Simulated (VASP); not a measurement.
**HfO2: relaxation of the atoms with PBE**

Crystal: HfO2.

```
Hf O
1.0
     0.00000    2.55750    2.48077
     2.55750    0.00000    2.48077
     2.55750    2.55750    0.00000
Hf O
1 2
Direct
  0.00000 0.00000 0.00000
  0.25000 0.25000 0.25000
  0.75000 0.75000 0.75000
```

This cell differs from its parent crystal: z stretched by -3 %.

| Item | Value |
| --- | --- |
| Program | VASP 6.6.1 |
| Task | relaxation of the atoms |
| Functional | PBE |
| Potentials or basis | VASP PAW PBE potentials, release 64 (Hf_pv, O) |
| Cutoff | 520 eV |
| k mesh | 10 × 10 × 10 |
| Occupations | fermi-dirac, width 0.02 eV |
| Spin | no spin polarisation |
| Dipole correction | no |
| Further INCAR settings | ALGO = Normal; EDIFF = 1e-06; IBRION = 2; EDIFFG = -0.02; NSW = 80 |

| Quantity | Value |
| --- | --- |
| Pressure after relaxing | 1.4 GPa |
| Band gap on the k mesh | 3.49 eV, indirect (least direct gap 3.57 eV) |

Stress tensor (GPa, compression positive):
```
-3.35  0.00  0.00
 0.00 -3.35  0.00
 0.00  0.00 10.96
```

Final structure:
```cif
data_structure
_symmetry_space_group_name_H-M 'P 1'
_symmetry_Int_Tables_number 1
_cell_length_a 3.5630
_cell_length_b 3.5630
_cell_length_c 3.6169
_cell_angle_alpha 59.499
_cell_angle_beta 59.499
_cell_angle_gamma 61.002
_cell_volume 32.45
loop_
_atom_site_label
_atom_site_type_symbol
_atom_site_fract_x
_atom_site_fract_y
_atom_site_fract_z
_atom_site_occupancy
Hf1 Hf 0.00000 0.00000 0.00000 1
O1 O 0.25000 0.25000 0.25000 1
O2 O 0.75000 0.75000 0.75000 1
```

Levels at points of the mesh, in eV from the valence-band top:
| k point | band 8 | band 9 | band 10 | band 11 | band 12 | band 13 | band 14 | band 15 |
| --- | --- | --- | --- | --- | --- | --- | --- | --- |
| (0.00, 0.00, 0.00) | -5.58 | -0.97 | -0.97 | -0.56 | 3.49 | 3.76 | 5.69 | 10.21 |
| (0.50, 0.00, 0.00) | -3.27 | -2.97 | -2.08 | -2.04 | 4.32 | 4.45 | 6.77 | 8.83 |
| (0.50, 0.50, 0.00) | -3.72 | -1.85 | -1.85 | 0.00 | 3.57 | 5.29 | 6.74 | 8.08 |
| (0.50, 0.00, 0.50) | -3.60 | -1.99 | -1.44 | -0.33 | 3.54 | 5.32 | 6.28 | 7.78 |

Run time: 57 s on 1 thread of Oxide Virtual Turin-like Processor, with other jobs on the host, peak memory 0.16 GiB.

Caveat: the cell differs from its parent crystal (z stretched by -3 %); the relaxation stopped at its first step, so nothing moved; spin-orbit coupling is left out, which moves the levels of the heavy elements. A k mesh can miss the band edges.
